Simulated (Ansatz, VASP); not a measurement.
P in VASP and in Ansatz

INCAR

```
PREC = Accurate
ENCUT = 520
EDIFF = 1E-6
ISMEAR = -1
SIGMA = 0.04
LREAL = False
LASPH = True
NELM = 80
ALGO = Normal
ISIF = 2
LWAVE = False
LCHARG = True
GGA = PE
LELF = True
LVHAR = True
NBANDS = 18
```

KPOINTS

```
regular mesh
0
Gamma
  5 5 4
```

File POSCAR:

```
P
1.0
    1.6477431241     -5.4650377251      0.0000000000
    1.6477431241      5.4650377251      0.0000000000
    0.0000000000      0.0000000000      4.5436355900
P
4
Direct
    0.9041431300      0.0958568700      0.5888151700
    0.0958568700      0.9041431300      0.4111848300
    0.5958568700      0.4041431300      0.0888151700
    0.4041431300      0.5958568700      0.9111848300
```

The input input.yaml:

```yaml
crystal:
  lattice:
    - [1.6477431241, -5.4650377251, 0.0]
    - [1.6477431241, 5.4650377251, 0.0]
    - [0.0, 0.0, 4.54363559]
  atoms:
    - { symbol: P, position: [0.90414313, 0.09585687, 0.58881517] }
    - { symbol: P, position: [0.09585687, 0.90414313, 0.41118483] }
    - { symbol: P, position: [0.59585687, 0.40414313, 0.08881517] }
    - { symbol: P, position: [0.40414313, 0.59585687, 0.91118483] }
kpoints:
  mp_grid: { grid: [5, 5, 4] }
scf:
  occupations: { method: fermi_dirac, width: 0.04 }
hamiltonian:
  xc: pbe
  pseudopotentials: { kind: all_electron, lapw: { basis_error: 0.003 } }
output:
  forces: true
  stress: true
  eigenvalues: true
```

Alike in both runs: task single point; functional PBE; k mesh 5 × 5 × 4; occupations fermi-dirac, width 0.04 eV; no spin polarisation.

|  | VASP | Ansatz |
| --- | --- | --- |
| version | VASP 6.6.1 | Ansatz 0.2.0 |
| potentials or method | VASP PAW PBE potentials, release 64 (P), cutoff 520 eV | all-electron LAPW, scalar-relativistic |

VASP gave:

| Item | Value |
| --- | --- |
| gap on the k mesh at the Fermi level (eV) | 0.45 |
| least direct gap on the mesh (eV) | 0.45 |
| pressure (GPa) | 1.8 |
| traceless stress, the component that is largest in VASP (GPa) | 0.51 |
| rms of the force components (eV/Å) | 0.164 |

**Question.** What did Ansatz give for the same quantities?

**Answer.** gap on the k mesh at the Fermi level (eV): 0.44; least direct gap on the mesh (eV): 0.44; pressure (GPa): 2.1; traceless stress, the component that is largest in VASP (GPa): 0.56; rms of the force components (eV/Å): 0.190.

Atom by atom the forces differ by 0.028 eV/Å (rms over components). Ansatz ran all-electron here, and VASP with PAW potentials.
